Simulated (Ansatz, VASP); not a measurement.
**MgO in VASP and in Ansatz**

```xyz
2
Lattice="-0.0373 2.1069 2.1069 2.1069 -0.0373 2.1069 2.1069 2.1069 -0.0373" Properties=species:S:1:pos:R:3 pbc="T T T"
Mg    0.0000    0.0000    0.0000
O     2.0883    2.0883    2.0883
```

Change from the starting cell: epitaxial_111 strain +2.0%.

Alike in both runs: task single point; functional r2SCAN; k mesh 10 × 10 × 10; no spin polarisation.

|  | VASP | Ansatz |
| --- | --- | --- |
| version | VASP 6.6.1 | Ansatz 0.2.0 |
| potentials or method | VASP PAW PBE potentials, release 64 (Mg, O) | plane waves, PAW |
| plane-wave cutoff (eV) | 520 | 500 |
| occupations | gaussian, width 0.01 eV | fixed |
| valence electrons in the cell | 8 | 16 |

VASP gave:

| Quantity | Value |
| --- | --- |
| gap on the k mesh at the Fermi level (eV) | 5.19 |
| pressure (GPa) | -6.3 |
| traceless stress, the component that is largest in VASP (GPa) | 2.58 |

Estimate Ansatz's values.

gap on the k mesh at the Fermi level (eV): 5.22; pressure (GPa): -5.1; traceless stress, the component that is largest in VASP (GPa): 2.56.

VASP's potentials were made for PBE, not for r2SCAN. VASP's potentials hold 8 valence electrons a cell and Ansatz's 16, so a difference there can come from the potentials and not from the codes.
